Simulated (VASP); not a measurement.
# Nb (Fm-3m) in VASP: further runs

Runs on Nb. Level: PBE. Tasks: single point.

Program: VASP 6.6.1. These are calculated values, not measurements. Logs are shortened: lines on timing, memory, paths and dates and some standing lists are left out, and cuts for length are marked.

## (1) The cell of the first run

Symmetry: Fm-3m, No. 225, cubic system. The conventional cell has a = 4.144 Å, b = 4.144 Å, c = 4.144 Å, α = 90.00°, β = 90.00°, γ = 90.00°. Within 3.9 Å of Nb (site symmetry m-3m) lie 12 Nb at 2.93 Å.

## (2) Single point, PBE (volume scaled by 0.94)

INCAR

```
ALGO = Normal ; EDIFF = 1E-6
ENCUT = 520 ; GGA = PE
ISIF = 2 ; ISMEAR = -1
LASPH = T ; LCHARG = T
LELF = T ; LREAL = F
LVHAR = T ; LWAVE = F
NBANDS = 12 ; NELM = 100
PREC = Accurate ; SIGMA = 0.08
```

KPOINTS

```
k-points
0
Gamma
  13 13 13
```

POSCAR

```
Nb
1.0
    0.0000000000      2.0718246199      2.0718246199
    2.0718246199      0.0000000000      2.0718246199
    2.0718246199      2.0718246199      0.0000000000
Nb
1
Direct
    0.0000000000      0.0000000000      0.0000000000
```

Potentials or basis: VASP PAW PBE potentials, release 64 (Nb_sv).

On the command line:

```sh
> cat potpaw_PBE.64/Nb_sv/POTCAR > POTCAR
> mpirun -np 1 vasp_std > vasp.out
```

OUTCAR:

```text
EDIFF = 1E-6
   ENCUT = 520
   GGA = PE
   ISIF = 2
   ISMEAR = -1
   LASPH = T
   LREAL = F
   NELM = 100
   PREC = Accurate

 ion  position               nearest neighbor table
   1  0.000  0.000  0.000-

  LATTYP: Found a face centered cubic cell.
 ALAT       =     4.1436492398

  Lattice vectors:

 A1 = (   0.0000000000,   2.0718246199,   2.0718246199)
 A2 = (   2.0718246199,   0.0000000000,   2.0718246199)
 A3 = (   2.0718246199,   2.0718246199,   0.0000000000)

Analysis of symmetry for initial positions (statically):
=====================================================================
 Subroutine PRICEL returns:
 Original cell was already a primitive cell.

 Routine SETGRP: Setting up the symmetry group for a
 face centered cubic supercell.

 Subroutine GETGRP returns: Found 48 space group operations
 (whereof 48 operations were pure point group operations)
 out of a pool of 48 trial point group operations.

The static configuration has the point symmetry O_h .

Analysis of symmetry for dynamics (positions and initial velocities):
=====================================================================
 Subroutine PRICEL returns:
 Original cell was already a primitive cell.

 Routine SETGRP: Setting up the symmetry group for a
 face centered cubic supercell.

 Subroutine GETGRP returns: Found 48 space group operations
 (whereof 48 operations were pure point group operations)
 out of a pool of 48 trial point group operations.

The dynamic configuration has the point symmetry O_h .

 Subroutine INISYM returns: Found 48 space group operations
 (whereof 48 operations are pure point group operations),
 and found     1 'primitive' translations

----------------------------------------------------------------------------------------

                                     Primitive cell

  volume of cell :      17.7864

  direct lattice vectors                    reciprocal lattice vectors
     0.000000000  2.071824620  2.071824620    -0.241333168  0.241333168  0.241333168
     2.071824620  0.000000000  2.071824620     0.241333168 -0.241333168  0.241333168
     2.071824620  2.071824620  0.000000000     0.241333168  0.241333168 -0.241333168

  length of vectors
     2.930002476  2.930002476  2.930002476     0.418001309  0.418001309  0.418001309

  position of ions in fractional coordinates (direct lattice)
     0.000000000  0.000000000  0.000000000

  ion indices of the primitive-cell ions
   primitive index   ion index
                 1           1

[... 70 lines left out ...]
   NELM   =    100;   NELMIN=  2; NELMDL= -5     # of ELM steps
   EDIFF  = 0.1E-05   stopping-criterion for ELM
   LREAL  =      F    real-space projection
   EDIFFG = 0.1E-04   stopping-criterion for IOM
   NSW    =      0    number of steps for IOM
   IBRION =     -1    ionic relax: 0-MD 1-quasi-New 2-CG
   NFREE  =      0    steps in history (QN), initial steepest desc. (CG)
   ISIF   =      2    stress and relaxation
   ISYM   =      2    0-nonsym 1-usesym 2-fastsym
   POTIM  = 0.5000    time-step for ionic-motion
   TEBEG  =    0.0;   TEEND  =   0.0 temperature during run
   PSTRESS=    0.0 pullay stress
   NELECT =      13.0000    total number of electrons
   NUPDOWN=      -1.0000    fix difference up-down
   EMIN   =  10.00;   EMAX   =-10.00  energy-range for DOS
   EFERMI =   0.00;   METHOD = LEGACY
   ISMEAR =    -1;   SIGMA  =   0.08  broadening in eV -4-tet -1-fermi 0-gaus
   EFERMI_NEDOS =   21; number of points for ismear=-14 and -15
   IALGO  =     38    algorithm
   IMIX   =      4    mixing-type and parameters
     AMIX     =   0.40;   BMIX     =  1.00
     AMIX_MAG =   1.60;   BMIX_MAG =  1.00
  volume/ion in A,a.u.               =      17.79       120.03
  Fermi-wavevector in a.u.,A,eV,Ry     =   1.474664  2.786710 29.587675  2.174633
  Thomas-Fermi vector in A             =   2.589407
   LORBIT       =      0    0 simple, 1 ext, 2 COOP (PROOUT), +10 PAW based schemes
   GGA     = PE    functional components
[... 5 lines left out ...]
 non-spin polarized calculation
  energy-cutoff  :      520.00
  volume of cell :       17.79
 maximum number of plane-waves:       531
 NGX is ok and might be reduce to    24
   NGX = 11   NGY = 11   NGZ = 11

 number of electron      13.0000000 magnetization

 Free energy of the ion-electron system (eV)
  ---------------------------------------------------
  ext. energy  EPLUGINS =         0.00000000
  ---------------------------------------------------
  free energy    TOTEN  =        -9.88038548 eV

  energy without entropy =       -9.84759721  energy(sigma->0) =       -9.86399135

 E-fermi :  11.7179     XC(G=0): -12.5684

 val. band max:       11.7097094445   @ k =  -0.4615   0.2308   0.0000
 cond. band min:      11.7306463679   @ k =  -0.3846   0.3077   0.0000
 fundamental gap:      0.0209369234
 Fermi energy:        11.7178950681

 k-point     1 :       0.0000    0.0000    0.0000
  band No.  band energies     occupation
      1     -43.0117      2.00000
      2     -18.2906      2.00000
      3     -18.2906      2.00000
      4     -18.2906      2.00000
      5       5.3778      2.00000
      6      11.7933      0.56065
      7      11.7933      0.56065
      8      11.7933      0.56065
      9      14.5877      0.00000
     10      14.5877      0.00000
     11      23.6044      0.00000
     12      28.6215      0.00000
[... 331 lines left out ...]
 k-point    24 :       0.4615    0.1538    0.0000
  band No.  band energies     occupation
      1     -42.7653      2.00000
      2     -19.5228      2.00000
      3     -18.6314      2.00000
      4     -18.5453      2.00000
      5       8.3670      2.00000
      6      10.6217      2.00000
      7      11.7463      0.82457
      8      12.4747      0.00016
      9      16.7896      0.00000
     10      17.2315      0.00000
     11      23.0909      0.00000
     12      25.5511      0.00000

 [... further k-points ...]
[... 5 lines left out ...]
  --------------------------------------------------------------------------------------
  -------------------------------------------------------------------------------------
  Total        1.0753409      1.0753409      1.0753409      0.0000000      0.0000000     -0.0000000
  in kB       96.8652043     96.8652043     96.8652043      0.0000000      0.0000000     -0.0000000
  external PRESSURE =      96.8652043 kB  Pullay stress =       0.0000000 kB

 VOLUME and BASIS-vectors are now :
 -----------------------------------------------------------------------------
  energy-cutoff  :      520.00
  volume of cell :       17.79
      direct lattice vectors                 reciprocal lattice vectors
     0.000000000  2.071824620  2.071824620    -0.241333168  0.241333168  0.241333168
     2.071824620  0.000000000  2.071824620     0.241333168 -0.241333168  0.241333168
     2.071824620  2.071824620  0.000000000     0.241333168  0.241333168 -0.241333168

 POSITION                                       TOTAL-FORCE (eV/Angst)
 -----------------------------------------------------------------------------------
      0.00000      0.00000      0.00000         0.000000      0.000000     -0.000000
 -----------------------------------------------------------------------------------
    total drift:                               -0.000000     -0.000000     -0.000000

  FREE ENERGIE OF THE ION-ELECTRON SYSTEM (eV)
  ---------------------------------------------------
  free  energy   TOTEN  =        -9.8803854822 eV

  energy  without entropy=       -9.8475972138  energy(sigma->0) =       -9.86399135
```

OSZICAR:

```text
N       E                     dE             d eps       ncg     rms          rms(c)
DAV:   1     0.114535380005E+03    0.11454E+03   -0.72601E+03  2024   0.108E+03
DAV:   2    -0.568450452407E+01   -0.12022E+03   -0.11606E+03  2140   0.386E+02
DAV:   3    -0.999588872593E+01   -0.43114E+01   -0.41280E+01  2976   0.636E+01
DAV:   4    -0.102846208488E+02   -0.28873E+00   -0.28674E+00  2812   0.147E+01
DAV:   5    -0.102928863291E+02   -0.82655E-02   -0.82621E-02  2956   0.216E+00    0.712E+00
DAV:   6    -0.991938821709E+01    0.37350E+00   -0.58662E-01  3196   0.978E+00    0.257E+00
DAV:   7    -0.987490992194E+01    0.44478E-01   -0.19356E-01  3300   0.559E+00    0.100E+00
DAV:   8    -0.988031655759E+01   -0.54066E-02   -0.13529E-02  2380   0.155E+00    0.379E-02
DAV:   9    -0.988037196652E+01   -0.55409E-04   -0.96447E-04  3376   0.304E-01    0.457E-02
DAV:  10    -0.988039118449E+01   -0.19218E-04   -0.18338E-05  2400   0.611E-02    0.187E-02
DAV:  11    -0.988038557310E+01    0.56114E-05   -0.93449E-06  2536   0.541E-02    0.329E-03
DAV:  12    -0.988038548220E+01    0.90894E-07   -0.50502E-07  1548   0.611E-03
   1 F= -.98803855E+01 E0= -.98639913E+01  d E =-.327883E-01
```

stdout:

```text
POSCAR found type information on POSCAR Nb
 POSCAR found :  1 types and       1 ions
 scaLAPACK will be used
 LDA part: xc-table for (Slater+PW92), standard interpolation
 POSCAR, INCAR and KPOINTS ok, starting setup
 FFT: planning ... GRIDC
 FFT: planning ... GRID_SOFT
 FFT: planning ... GRID
 WAVECAR not read
 entering main loop
```

Wall time 12 s (1 thread of Intel Xeon Platinum 8259CL at 2.50GHz (Skylake/Cascade Lake), shared host); peak memory 0.15 GiB.

Results:

* Free energy: -9.8804 eV
* Pressure: 9.7 GPa

## (3) Single point, PBE (volume scaled by 0.98)

INCAR

```
SYSTEM = Nb
ALGO = Normal
EDIFF = 1E-6
ENCUT = 520
GGA = PE
ISIF = 2
ISMEAR = -1
LASPH = .TRUE.
LCHARG = .FALSE.
LREAL = .FALSE.
LWAVE = .FALSE.
NBANDS = 12
NELM = 100
PREC = Accurate
SIGMA = 0.08
```

KPOINTS

```
k-points
0
G
  13 13 13
  0 0 0
```

POSCAR

```
Nb
1.0
    0.0000000000      2.1008049414      2.1008049414
    2.1008049414      0.0000000000      2.1008049414
    2.1008049414      2.1008049414      0.0000000000
Nb
1
Direct
    0.0000000000      0.0000000000      0.0000000000
```

Potentials or basis: VASP PAW PBE potentials, release 64 (Nb_sv).

On the command line:

```sh
> cat potpaw_PBE.64/Nb_sv/POTCAR > POTCAR
> mpirun -np 1 vasp_std > vasp.out
```

Run time: 11 s. Hardware: 1 thread of Intel Xeon Platinum 8259CL at 2.50GHz (Skylake/Cascade Lake), shared host; peak memory 0.15 GiB.

The run converged. Its results:

```yaml
Free_energy: -9.9078 eV
Pressure: 2.0 GPa
```

Levels at points of the mesh, in eV from the Fermi level:
| k point | band 2 | band 3 | band 4 | band 5 | band 6 | band 7 | band 8 | band 9 | band 10 | band 11 |
| --- | --- | --- | --- | --- | --- | --- | --- | --- | --- | --- |
| (0.00, 0.00, 0.00) | -30.13 | -30.13 | -30.13 | -6.24 | 0.11 | 0.11 | 0.11 | 2.75 | 2.75 | 11.85 |

(Part 1 of 2 ends here.)
